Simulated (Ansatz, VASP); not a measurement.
Two plane-wave programs on Cs

INCAR

```
SYSTEM = Cs
  ALGO = Normal
  EDIFF = 1E-7
  ENCUT = 520
  GGA = PE
  ISIF = 2
  ISMEAR = -1
  LASPH = .True.
  LCHARG = .False.
  LREAL = .False.
  LWAVE = .False.
  NBANDS = 10
  NELM = 100
  PREC = Accurate
  SIGMA = 0.1
```

The input KPOINTS:

```
k-points
0
Gamma
  12 12 12
  0 0 0
```

The input POSCAR:

```
Cs
1.0
   -2.9487878047      2.9487878047      2.9487878047
    2.9487878047     -2.9487878047      2.9487878047
    2.9487878047      2.9487878047     -2.9487878047
Cs
1
Direct
    0.0000000000      0.0000000000      0.0000000000
```

Input for Ansatz:

```yaml
crystal:
  lattice:
    - [-2.9487878047, 2.9487878047, 2.9487878047]
    - [2.9487878047, -2.9487878047, 2.9487878047]
    - [2.9487878047, 2.9487878047, -2.9487878047]
  atoms:
    - { symbol: Cs, position: [0.0, 0.0, 0.0] }
hamiltonian:
  xc: pbe
  pseudopotentials:
    kind: paw
    azcp:
      Cs: "pseudopotentials/Cs.paw.azcp"
basis:
  ecutwfc: 420
  fft_grid_basis: typed
kpoints:
  mp_grid: { grid: [12, 12, 12], shift: [0, 0, 0] }
magnetization:
  spin_polarized: false
scf:
  occupations: { method: fermi_dirac, width: 0.1 }
output:
  stress: true
```

Alike in both runs: task single point; functional PBE; k mesh 12 × 12 × 12; occupations fermi-dirac, width 0.1 eV; no spin polarisation.

```csv
,VASP,Ansatz
version,VASP 6.6.1,Ansatz 0.2.0
potentials or method,"VASP PAW PBE potentials, release 64 (Cs_sv), cutoff 520 eV","plane waves (420 eV) with PAW, scalar-relativistic"
valence electrons in the cell,9,9
```

|  | VASP | Ansatz | Ansatz less VASP |
| --- | --- | --- | --- |
| pressure (GPa) | 0.3 | 0.3 | +0.01 |

Spin-orbit coupling is off throughout.
